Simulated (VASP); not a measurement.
Set up this calculation in VASP 6.6.1, as the native input.

- Task: single point
- Functional: PBE
- Potentials or basis: VASP PAW PBE potentials, release 64 (N, Al, Ga_d, In_d, Tl_d)
- Cutoff: 520 eV
- k mesh: 3 × 3 × 2
- Occupations: gaussian, width 0.1 eV
- Spin: no spin polarisation
- Dipole correction: no
- Further INCAR settings: LREAL = Auto; ALGO = Normal; EDIFF = 1e-06; NBANDS = 111; ISYM = 0

The structure of Al3Tl2In2Ga5N12 lies in POSCAR:

```
Al3Tl2In2Ga5N12
1.0
   -4.6987874831     -4.6984730487     -0.0043122468
   -0.0030829974      4.7059366880      4.7224556208
   -4.6998751579      4.6952142092     -4.7087072971
N Al Ga In Tl
12 3 5 2 2
Direct
    0.3555182346      0.1998884154      0.9011330021
    0.8393299324      0.1946015424      0.8815077472
    0.6553556913      0.3026895331      0.5600994673
    0.1596274509      0.3327637608      0.5832070462
    0.5036834465      0.5016364911      0.2607187048
    0.9822078294      0.4715775538      0.2450944416
    0.3244111596      0.6444982830      0.9165363566
    0.8182721347      0.6388014980      0.9414160907
    0.6493657281      0.8505644021      0.5745884793
    0.1932534237      0.8457509361      0.6018852945
    0.5247515695      0.0101643809      0.2550976965
    0.9805162432      0.0038741654      0.2786298842
    0.8299333710      0.1690036160      0.6499808064
    0.6645509329      0.3268886264      0.3270943878
    0.6594799553      0.8333613371      0.3387760645
    0.3384809694      0.1751088491      0.6599777237
    0.1648282778      0.3340583609      0.3398471378
    0.4959772617      0.4992410420      0.0120760815
    0.9984112782      0.4908244911      0.9988842869
    0.3312407433      0.6604627209      0.6714316282
    0.5033346701      0.0018394610      0.9907089233
    0.1673103939      0.8264618093      0.3375478692
    1.0003776601      0.0102870416      0.0027172987
    0.8209827044      0.6580531188      0.6684679394
```

One way to write it, as run:

INCAR

```
ALGO = Normal
EDIFF = 1E-6
ENCUT = 520
GGA = PE
ISIF = 2
ISMEAR = 0
ISYM = 0
LASPH = T
LCHARG = F
LREAL = Auto
LWAVE = F
NBANDS = 111
NELM = 100
PREC = Accurate
SIGMA = 0.1
```

KPOINTS

```
k-points
0
Gamma
  3 3 2
```

Potentials or basis: VASP PAW PBE potentials, release 64 (N, Al, Ga_d, In_d, Tl_d).

Command:

```sh
$ cat potpaw_PBE.64/N/POTCAR potpaw_PBE.64/Al/POTCAR potpaw_PBE.64/Ga_d/POTCAR potpaw_PBE.64/In_d/POTCAR potpaw_PBE.64/Tl_d/POTCAR > POTCAR
$ mpirun -np 1 vasp_std > vasp.out
```

It gave:

```yaml
Pressure: 0.0 GPa
Largest_force: 0.042 eV/Å
Band_gap_on_the_k_mesh: 0.53 eV
```

Caveat: spin-orbit coupling is left out, which moves the levels of the heavy elements.

It took 7.7 min on 1 thread of Intel(R) Xeon(R) 6975P-C (Granite Rapids) (shared host), peak memory 0.54 GiB.
